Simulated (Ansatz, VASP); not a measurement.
# One calculation of Bi2TeO4, two programs

The input INCAR:

```
ALGO = Normal
EDIFF = 1E-6
EDIFFG = -0.08
ENCUT = 600
GGA = PE
IBRION = 2
ISIF = 3
ISMEAR = 0
LASPH = True
LCHARG = False
LREAL = False
LWAVE = False
NELM = 100
NSW = 36
PREC = Accurate
SIGMA = 0.15
```

KPOINTS

```
k-points
0
Gamma
  4 4 4
```

The input POSCAR:

```
Bi2TeO4
1.0
   -2.0500000000      2.0500000000      7.5350000000
    2.0500000000     -2.0500000000      7.5350000000
    2.0500000000      2.0500000000     -7.5350000000
Bi Te O
2 1 4
Direct
    0.6490000000      0.6490000000      0.0000000000
    0.3510000000      0.3510000000      0.0000000000
    0.0000000000      0.0000000000      0.0000000000
    0.5000000000      0.0000000000      0.5000000000
    0.0000000000      0.5000000000      0.5000000000
    0.2500000000      0.7500000000      0.5000000000
    0.7500000000      0.2500000000      0.5000000000
```

Input for Ansatz:

```yaml
crystal:
  lattice:
    - [-2.05, 2.05, 7.535]
    - [2.05, -2.05, 7.535]
    - [2.05, 2.05, -7.535]
  atoms:
    - { symbol: Bi, position: [0.649, 0.649, 0.0] }
    - { symbol: Bi, position: [0.351, 0.351, 0.0] }
    - { symbol: Te, position: [0.0, 0.0, 0.0] }
    - { symbol: O, position: [0.5, 0.0, 0.5] }
    - { symbol: O, position: [0.0, 0.5, 0.5] }
    - { symbol: O, position: [0.25, 0.75, 0.5] }
    - { symbol: O, position: [0.75, 0.25, 0.5] }
basis:
  ecutwfc: 420
kpoints:
  mp_grid: { grid: [4, 4, 4] }
hamiltonian:
  xc: pbe
scf:
  occupations: { method: gaussian, width: 0.15 }
  lower_state_search: "off"
output:
  forces: true
  stress: true
  eigenvalues: true
relax:
  adjacent_minimum: "off"
  f_tol: 0.08
  max_steps: 16
  cell: { stress_tol: 0.8 }
```

Alike in both runs: task relaxation of cell and atoms; functional PBE; k mesh 4 × 4 × 4; occupations gaussian, width 0.15 eV; no spin polarisation.

```csv
,VASP,Ansatz
version,VASP 6.6.1,Ansatz 0.2.0
potentials or method,"VASP PAW PBE potentials, release 64 (Bi_d, Te, O), cutoff 600 eV","scalar-relativistic, plane waves, PAW"
valence electrons in the cell,60,70
```

|  | VASP | Ansatz | Ansatz less VASP |
| --- | --- | --- | --- |
| gap on the k mesh at the Fermi level, each at its own relaxed structure (eV) | none | none | - |
| relaxed volume (Å³/atom) | 16.29 | 16.35 | +0.063 |
| relaxed length of the cell vector where the two differ most in proportion (Å) | 6.976 | 7.016 | +0.0400 |

A gap of «none» marks a metal or a gap that the smearing closes. VASP's potentials hold 60 valence electrons a cell and Ansatz's 70, so a difference there can come from the potentials and not from the codes.

The k mesh is coarse, so the values compare programs but aren't converged. Spin-orbit coupling is off throughout.
